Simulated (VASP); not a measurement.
# Nb (Pm-3m) in VASP: single point with PBE

Aim: the single point of Nb with PBE.

All numbers are computed with VASP 6.6.1; they aren't measurements. Logs are shortened: lines on timing, memory, paths and dates and some standing lists are left out, and cuts for length are marked.

### 1 The cell of the first run

Symmetry: Pm-3m, No. 221, cubic system. Conventional cell: a = 2.641 Å, b = 2.641 Å, c = 2.641 Å, α = 90.00°, β = 90.00°, γ = 90.00°. Within 3.5 Å of Nb (site symmetry m-3m) lie 6 Nb at 2.64 Å.

This isn't the form of Nb at room conditions, which is bcc.

### 2 Single point, PBE

The input, INCAR:

```
SYSTEM = Nb
ALGO = Normal
EDIFF = 1E-6
ENCUT = 520
GGA = PE
ISIF = 2
ISMEAR = 0
LASPH = .True.
LCHARG = .False.
LREAL = .False.
LWAVE = .False.
NBANDS = 12
NELM = 80
PREC = Accurate
SIGMA = 0.15
```

The input, KPOINTS:

```
k-points
0
Gamma
  22 22 22
  0 0 0
```

The input, POSCAR:

```
Nb
1.0
   -0.8804519935      1.7609039869      1.7609039869
    1.7609039869     -0.8804519935      1.7609039869
    1.7609039869      1.7609039869     -0.8804519935
Nb
1
Direct
    0.0000000000      0.0000000000      0.0000000000
```

Potentials or basis: VASP PAW PBE potentials, release 64 (Nb_sv).

On the command line:

```bash
cat potpaw_PBE.64/Nb_sv/POTCAR > POTCAR
mpirun -np 1 vasp_std > vasp.out
```

OUTCAR:

```text
SYSTEM = Nb
   EDIFF = 1E-6
   ENCUT = 520
   GGA = PE
   ISIF = 2
   ISMEAR = 0
   LASPH = .True.
   LREAL = .False.
   NELM = 80
   PREC = Accurate

 ion  position               nearest neighbor table
   1  0.000  0.000  0.000-

  LATTYP: Found a simple cubic cell.
 ALAT       =     2.6413559804

  Lattice vectors:

 A1 = (  -0.8804519935,   1.7609039869,   1.7609039869)
 A2 = (   1.7609039869,  -0.8804519935,   1.7609039869)
 A3 = (   1.7609039869,   1.7609039869,  -0.8804519935)

Analysis of symmetry for initial positions (statically):
=====================================================================
 Subroutine PRICEL returns:
 Original cell was already a primitive cell.

 Routine SETGRP: Setting up the symmetry group for a
 simple cubic supercell.

 Subroutine GETGRP returns: Found 48 space group operations
 (whereof 48 operations were pure point group operations)
 out of a pool of 48 trial point group operations.

The static configuration has the point symmetry O_h .

Analysis of symmetry for dynamics (positions and initial velocities):
=====================================================================
 Subroutine PRICEL returns:
 Original cell was already a primitive cell.

 Routine SETGRP: Setting up the symmetry group for a
 simple cubic supercell.

 Subroutine GETGRP returns: Found 48 space group operations
 (whereof 48 operations were pure point group operations)
 out of a pool of 48 trial point group operations.

The dynamic configuration has the point symmetry O_h .

 Subroutine INISYM returns: Found 48 space group operations
 (whereof 48 operations are pure point group operations),
 and found     1 'primitive' translations

----------------------------------------------------------------------------------------

                                     Primitive cell

  volume of cell :      18.4281

  direct lattice vectors                    reciprocal lattice vectors
    -0.880451994  1.760903987  1.760903987    -0.126197807  0.252395615  0.252395615
     1.760903987 -0.880451994  1.760903987     0.252395615 -0.126197807  0.252395615
     1.760903987  1.760903987 -0.880451994     0.252395615  0.252395615 -0.126197807

  length of vectors
     2.641355980  2.641355980  2.641355980     0.378593422  0.378593422  0.378593422

  position of ions in fractional coordinates (direct lattice)
     0.000000000  0.000000000  0.000000000

  ion indices of the primitive-cell ions
   primitive index   ion index
                 1           1

----------------------------------------------------------------------------------------

 KPOINTS: k-points

Automatic generation of k-mesh.
 Grid dimensions read from file:
 generate k-points for:   22   22   22

 Generating k-lattice:

  Cartesian coordinates                     Fractional coordinates (reciprocal lattice)
    -0.005736264  0.011472528  0.011472528     0.045454545  0.000000000  0.000000000
     0.011472528 -0.005736264  0.011472528     0.000000000  0.045454545  0.000000000
     0.011472528  0.011472528 -0.005736264     0.000000000  0.000000000  0.045454545

  Length of vectors
     0.017208792  0.017208792  0.017208792

  Shift w.r.t. Gamma in fractional coordinates (k-lattice)
     0.000000000  0.000000000  0.000000000

 Subroutine IBZKPT returns following result:
 ===========================================

 Found    364 irreducible k-points:

 Following reciprocal coordinates:
            Coordinates               Weight
  0.000000  0.000000  0.000000      1.000000
  0.045455  0.000000  0.000000      6.000000
  0.090909  0.000000  0.000000      6.000000
  0.136364  0.000000  0.000000      6.000000
  0.181818 -0.000000 -0.000000      6.000000
  0.227273 -0.000000  0.000000      6.000000
[... 16 lines left out ...]
  0.500000  0.045455 -0.000000     12.000000
  0.090909  0.090909 -0.000000     12.000000
 [... further k-points ...]
   k-points           NKPTS =    364   k-points in BZ     NKDIM =    364   number of bands    NBANDS=     12
   number of dos      NEDOS =    301   number of ions     NIONS =      1
   total plane-waves  NPLWV =   8000
   dimension x,y,z NGX =    20 NGY =   20 NGZ =   20
   dimension x,y,z NGXF=    40 NGYF=   40 NGZF=   40
   ions per type =               1
   NGX,Y,Z   is equivalent  to a cutoff of  12.59, 12.59, 12.59 a.u.
   NGXF,Y,Z  is equivalent  to a cutoff of  25.18, 25.18, 25.18 a.u.
 SYSTEM =  Nb
   PREC   = accura    normal or accurate (medium, high low for compatibility)
   ISTART =      0    job   : 0-new  1-cont  2-samecut
   ICHARG =      2    charge: 1-file 2-atom 10-const
   ISPIN  =      1    spin polarized calculation?
   LNONCOLLINEAR =      F non collinear calculations
   LSORBIT =      F    spin-orbit coupling
   LASPH  =      T    aspherical Exc in radial PAW
   ENCUT  =  520.0 eV  38.22 Ry    6.18 a.u.   4.91  4.91  4.91*2*pi/ulx,y,z
   NELM   =     80;   NELMIN=  2; NELMDL= -5     # of ELM steps
   EDIFF  = 0.1E-05   stopping-criterion for ELM
   LREAL  =      F    real-space projection
   EDIFFG = 0.1E-04   stopping-criterion for IOM
   NSW    =      0    number of steps for IOM
   IBRION =     -1    ionic relax: 0-MD 1-quasi-New 2-CG
   NFREE  =      0    steps in history (QN), initial steepest desc. (CG)
   ISIF   =      2    stress and relaxation
   ISYM   =      2    0-nonsym 1-usesym 2-fastsym
   POTIM  = 0.5000    time-step for ionic-motion
   TEBEG  =    0.0;   TEEND  =   0.0 temperature during run
   PSTRESS=    0.0 pullay stress
   NELECT =      13.0000    total number of electrons
   NUPDOWN=      -1.0000    fix difference up-down
   EMIN   =  10.00;   EMAX   =-10.00  energy-range for DOS
   EFERMI =   0.00;   METHOD = LEGACY
   ISMEAR =     0;   SIGMA  =   0.15  broadening in eV -4-tet -1-fermi 0-gaus
   EFERMI_NEDOS =   21; number of points for ismear=-14 and -15
   IALGO  =     38    algorithm
   IMIX   =      4    mixing-type and parameters
     AMIX     =   0.40;   BMIX     =  1.00
     AMIX_MAG =   1.60;   BMIX_MAG =  1.00
  volume/ion in A,a.u.               =      18.43       124.36
  Fermi-wavevector in a.u.,A,eV,Ry     =   1.457345  2.753983 28.896790  2.123854
  Thomas-Fermi vector in A             =   2.574157
   LORBIT       =      0    0 simple, 1 ext, 2 COOP (PROOUT), +10 PAW based schemes
   GGA     = PE    functional components
   LHFCALC =     F    Hartree Fock is set to
   AEXX    =    0.0000 exact exchange contribution
   IVDW    =     0    specifies the selected vdW correction
   LEPSILON=     F    determine dielectric tensor
   LRPA    =     F    only Hartree local field effects (RPA)
 non-spin polarized calculation
 Gauss-broadening in eV      SIGMA  =   0.15
  energy-cutoff  :      520.00
  volume of cell :       18.43
 maximum number of plane-waves:       512
 NGX is ok and might be reduce to    20
   NGX =  9   NGY =  9   NGZ =  9

 number of electron      13.0000003 magnetization

 Free energy of the ion-electron system (eV)
  ---------------------------------------------------
  ext. energy  EPLUGINS =         0.00000000
  ---------------------------------------------------
  free energy    TOTEN  =        -9.17475220 eV

  energy without entropy =       -9.16453997  energy(sigma->0) =       -9.16964608

 E-fermi :  10.9423     XC(G=0): -12.2627

 val. band max:       10.9412334318   @ k =   0.4091   0.3182   0.2273
 cond. band min:      10.9452825179   @ k =   0.4545   0.4091   0.1818
 fundamental gap:      0.0040490861
 Fermi energy:        10.9423164084

 k-point     1 :       0.0000    0.0000    0.0000
  band No.  band energies     occupation
      1     -43.6768      2.00000
      2     -18.7569      2.00000
      3     -18.7569      2.00000
      4     -18.7569      2.00000
      5       5.1898      2.00000
      6       7.8445      2.00000
      7       7.8445      2.00000
      8      16.6170      0.00000
      9      16.6170      0.00000
     10      16.6170      0.00000
     11      26.3590      0.00000
     12      26.3590      0.00000

 k-point     2 :       0.0455    0.0000    0.0000
  band No.  band energies     occupation
      1     -43.6718      2.00000
      2     -18.7982      2.00000
      3     -18.7534      2.00000
      4     -18.7534      2.00000
      5       5.2560      2.00000
      6       7.8623      2.00000
      7       7.9212      2.00000
      8      16.5055      0.00000
      9      16.5055      0.00000
     10      16.6245      0.00000
     11      26.0280      0.00000
     12      26.5029      0.00000

 k-point     3 :       0.0909    0.0000    0.0000
  band No.  band energies     occupation
      1     -43.6570      2.00000
      2     -18.9175      2.00000
      3     -18.7433      2.00000
      4     -18.7433      2.00000
      5       5.4448      2.00000
      6       7.9144      2.00000
      7       8.1518      2.00000
      8      16.1968      0.00000
      9      16.1968      0.00000
     10      16.6464      0.00000
     11      25.2158      0.00000
     12      26.9057      0.00000
[... 286 lines left out ...]
 k-point    23 :       0.5000    0.0455   -0.0000
  band No.  band energies     occupation
      1     -43.4157      2.00000
      2     -20.5913      2.00000
      3     -18.6207      2.00000
      4     -18.5790      2.00000
      5       8.4829      2.00000
      6       8.9098      2.00000
      7      11.2890      0.00108
      8      12.9577      0.00000
      9      13.2663      0.00000
     10      16.9121      0.00000
     11      21.6822      0.00000
     12      24.7200      0.00000

 k-point    24 :       0.0909    0.0909   -0.0000
  band No.  band energies     occupation
      1     -43.6373      2.00000
      2     -18.9120      2.00000
      3     -18.8941      2.00000
      4     -18.7297      2.00000
      5       5.7003      2.00000
      6       8.1051      2.00000
      7       8.3321      2.00000
      8      15.7525      0.00000
      9      16.1397      0.00000
     10      16.3267      0.00000
     11      25.6423      0.00000
     12      25.8083      0.00000

 [... further k-points ...]
[... 5 lines left out ...]
  --------------------------------------------------------------------------------------
  -------------------------------------------------------------------------------------
  Total        1.5289843      1.5289843      1.5289843     -0.0000000     -0.0000000     -0.0000000
  in kB      132.9330025    132.9330025    132.9330025     -0.0000000     -0.0000000     -0.0000000
  external PRESSURE =     132.9330025 kB  Pullay stress =       0.0000000 kB

 VOLUME and BASIS-vectors are now :
 -----------------------------------------------------------------------------
  energy-cutoff  :      520.00
  volume of cell :       18.43
      direct lattice vectors                 reciprocal lattice vectors
    -0.880451994  1.760903987  1.760903987    -0.126197807  0.252395615  0.252395615
     1.760903987 -0.880451994  1.760903987     0.252395615 -0.126197807  0.252395615
     1.760903987  1.760903987 -0.880451994     0.252395615  0.252395615 -0.126197807

 POSITION                                       TOTAL-FORCE (eV/Angst)
 -----------------------------------------------------------------------------------
      0.00000      0.00000      0.00000         0.000000      0.000000     -0.000000
 -----------------------------------------------------------------------------------
    total drift:                               -0.000000     -0.000000     -0.000000

  FREE ENERGIE OF THE ION-ELECTRON SYSTEM (eV)
  ---------------------------------------------------
  free  energy   TOTEN  =        -9.1747522024 eV

  energy  without entropy=       -9.1645399676  energy(sigma->0) =       -9.16964608
```

It took 36 s on 1 thread of AMD EPYC 9R14 (Zen 4), shared host; peak memory 0.16 GiB.

What came out:

```
Free energy            : -9.1748 eV
Pressure               : 13.3 GPa
Band gap on the k mesh : zero (an odd number of electrons rules out a gap without spin polarisation)
```

Caveat: the cell stands under pressure.
